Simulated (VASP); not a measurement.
Set up this calculation in VASP 6.6.1, as the native input.

```yaml
Task: single point
Functional: PBEsol
Potentials_or_basis: VASP PAW PBE potentials, release 64 (Hf_pv, B)
Cutoff: 500 eV
k_mesh: 16 × 16 × 16
Occupations: gaussian, width 0.1 eV
Spin: no spin polarisation
Dipole_correction: no
Further_INCAR_settings: ALGO = Normal; EDIFF = 1e-06; NBANDS = 14
```

The structure of HfB lies in POSCAR:

```
HfB
1.0
    0.0000000000      2.2242040890      2.2242040890
    2.2242040890      0.0000000000      2.2242040890
    2.2242040890      2.2242040890      0.0000000000
Hf B
1 1
Direct
    0.5000000000      0.5000000000      0.5000000000
    0.0000000000      0.0000000000      0.0000000000
```

One way to write it, as run:

INCAR

```
PREC = Accurate
ENCUT = 500
EDIFF = 1E-6
ISMEAR = 0
SIGMA = 0.1
LREAL = F
LASPH = T
NELM = 120
ALGO = Normal
ISIF = 2
LWAVE = F
LCHARG = F
GGA = PS
NBANDS = 14
GGA_COMPAT = F
```

KPOINTS

```
Automatic mesh
0
Gamma
  16 16 16
```

Potentials or basis: VASP PAW PBE potentials, release 64 (Hf_pv, B).

Command:

```bash
$ cat potpaw_PBE.64/Hf_pv/POTCAR potpaw_PBE.64/B/POTCAR > POTCAR
$ mpirun -np 1 vasp_std > vasp.out
```

It gave:

The pressure is 62.4 GPa and the band gap on the k mesh is zero (an odd number of electrons rules out a gap without spin polarisation).

Caveat: the cell stands under pressure; the PAW data sets were made with another functional, which shifts forces and pressure a little; spin-orbit coupling is left out, which moves the levels of the heavy elements.

It took 33 s on 1 thread of AMD EPYC 7R13 Processor (Zen 3), on a shared host, peak memory 0.14 GiB.
